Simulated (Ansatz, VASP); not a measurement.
Ru in VASP and in Ansatz

```xyz
2
Lattice="2.6895 0.0000 0.0000 -1.3447 2.3292 0.0000 0.0000 0.0000 4.2094" Properties=species:S:1:pos:R:3 pbc="T T T"
Ru    0.0000    1.5528    1.0524
Ru    1.3447    0.7764    3.1571
```

Change from the starting cell: strain along c alone, the other axes held, atoms relaxed: -1.0 %.

Alike in both runs: task single point; functional PBEsol; k mesh 24 × 24 × 12; occupations gaussian, width 0.1 eV; no spin polarisation.

```csv
,VASP,Ansatz
version,VASP 6.6.1,Ansatz 0.2.0
potentials or method,"VASP PAW PBE potentials, release 64 (Ru_pv), cutoff 520 eV","scalar-relativistic, plane waves, PAW"
valence electrons in the cell,28,32
```

Ansatz gave:

| Quantity | Value |
| --- | --- |
| gap on the k mesh at the Fermi level (eV) | none |
| pressure (GPa) | 3.8 |
| traceless stress, the component that is largest in VASP (GPa) | 2.79 |

Question: Which values does VASP return?

Answer: gap on the k mesh at the Fermi level (eV): none; pressure (GPa): 3.8; traceless stress, the component that is largest in VASP (GPa): 2.81.

VASP's potentials were made for PBE, not for PBEsol. A gap of «none» marks a metal or a gap that the smearing closes. VASP's potentials hold 28 valence electrons a cell and Ansatz's 32, so a difference there can come from the potentials and not from the codes.
